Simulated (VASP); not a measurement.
Input of a VASP 6.6.1 run:

INCAR

```
SYSTEM = W
ALGO     = Normal         ! electronic algorithm
EDIFF    = 1E-6           ! SCF threshold, eV
EDIFFG   = -0.005         ! ionic threshold
ENCUT    = 600            ! plane-wave cutoff, eV
GGA      = PE             ! functional
IBRION   = 2              ! ionic algorithm
ISIF     = 3              ! what is computed and relaxed
ISMEAR   = -1             ! smearing method
LASPH    = .True.         ! aspherical terms in the spheres
LCHARG   = .False.        ! write CHGCAR
LREAL    = .False.        ! projectors in reciprocal space
LWAVE    = .False.        ! write WAVECAR
NELM     = 100            ! most SCF steps
NSW      = 45             ! ionic steps
PREC     = Accurate       ! precision mode
SIGMA    = 0.05           ! smearing width, eV
```

File KPOINTS:

```
k-points
0
Gamma
  17 17 9
  0 0 0
```

Contents of POSCAR:

```
W
1.0
    2.7768047178      0.0000000000      0.0000000000
   -1.3884023589      2.4047834269      0.0000000000
    0.0000000000      0.0000000000      4.9469378893
W
2
Direct
    0.3333333333      0.6666666667      0.2500000000
    0.6666666667      0.3333333333      0.7500000000
```

Potentials or basis: VASP PAW PBE potentials, release 64 (W_sv).

Launch:

```console
$ cat potpaw_PBE.64/W_sv/POTCAR > POTCAR
$ mpirun -np 1 vasp_std > vasp.out
```

Question: Estimate the space group after relaxing (to 0.1 Å).

Answer: P6_3/mmc (No. 194).

Question: Predict the relaxed volume.

Answer: 16.55 Å³/atom.

Question: Estimate the relaxed cell.

Answer: a = 2.779 Å, b = 2.779 Å, c = 4.949 Å, α = 90.00°, β = 90.00°, γ = 120.00°.

Question: Predict the band gap on the k mesh.

Answer: Zero (bands 14 and 15 overlap by 1.76 eV).

Final structure:
```
W
1.0
     2.77868    0.00000    0.00000
    -1.38934    2.40641    0.00000
     0.00000    0.00000    4.94935
W
2
Direct
  0.33333 0.66667 0.25000
  0.66667 0.33333 0.75000
```

Caveat: spin-orbit coupling is left out, which moves the levels of the heavy elements.
